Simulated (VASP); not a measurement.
The system is Ir.

```
CELL_PARAMETERS angstrom
0.00000 1.91174 1.91174
1.91174 0.00000 1.91174
1.91174 1.91174 0.00000
ATOMIC_POSITIONS crystal
Ir 0.00000 0.00000 0.00000
```

| Quantity | Value |
| --- | --- |
| Program | VASP 6.6.1 |
| Task | relaxation of cell and atoms |
| Functional | PBE |
| Potentials or basis | VASP PAW PBE potentials, release 64 (Ir) |
| Cutoff | 500 eV |
| k mesh | 8 × 8 × 8 |
| Occupations | gaussian, width 0.1 eV |
| Spin | no spin polarisation |

At the start: pressure 16.2 GPa; volume 13.97 Å³/atom.

Q: How do energy, volume and symmetry change on relaxing?

A: Over 4 steps the energy falls by 28.8 meV/atom and the volume is 14.58 Å³/atom (+4.3 %); space group Fm-3m (No. 225, to 0.1 Å) before and after.

The path:
```tsv
step	energy change (eV)	largest force (eV/Å)	pressure (GPa)	volume (Å³)
1	0.0000	0.0000	16.17	13.97
2	0.2948	0.0000	-35.83	17.03
3	-0.0287	0.0000	-1.02	14.62
4	-0.0288	0.0000	-0.10	14.58
```

Final structure:
```
Ir
1.0
     0.00000    1.93880    1.93880
     1.93880    0.00000    1.93880
     1.93880    1.93880    0.00000
Ir
1
Direct
  0.00000 0.00000 0.00000
```
